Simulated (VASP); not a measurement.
Here is a VASP 6.6.1 calculation.

Contents of POSCAR:

```
W
1.0
   -1.5716906810      1.5716906810      1.5716906810
    1.5716906810     -1.5716906810      1.5716906810
    1.5716906810      1.5716906810     -1.5716906810
W
1
Direct
    0.0000000000      0.0000000000      0.0000000000
```

Contents of INCAR.step1:

```
  ALGO = Normal
  EDIFF = 1E-4
  ENCUT = 520
  GGA = PE
  ISMEAR = 0
  LASPH = T
  LCHARG = F
  LREAL = F
  LWAVE = T
  NBANDS = 13
  NELM = 60
  PREC = Accurate
  SIGMA = 0.1
```

File INCAR.step2:

```
  ALGO = Normal
  EDIFF = 1E-6
  ENCUT = 520
  ISIF = 2
  ISMEAR = 0
  ISTART = 1
  LASPH = T
  LCHARG = F
  LMIXTAU = T
  LREAL = F
  LWAVE = F
  METAGGA = R2SCAN
  NBANDS = 13
  NELM = 60
  PREC = Accurate
  SIGMA = 0.1
```

KPOINTS

```
k-points
0
Gamma
  18 18 18
```

Potentials or basis: VASP PAW PBE potentials, release 64 (W_sv).

Run with:

```bash
$ cat potpaw_PBE.64/W_sv/POTCAR > POTCAR
$ cp INCAR.step1 INCAR
$ mpirun -np 1 vasp_std > vasp.out
$ cp INCAR.step2 INCAR
$ mpirun -np 1 vasp_std > vasp.out
```

Predict the band gap on the k mesh.

zero (band 7 reaches 17.09 eV, above the bottom of band 8 at 10.27 eV).

What does it give for the pressure?

9.4 GPa.

Caveat: the PAW data sets were made with another functional, which shifts forces and pressure a little; spin-orbit coupling is left out, which moves the levels of the heavy elements.
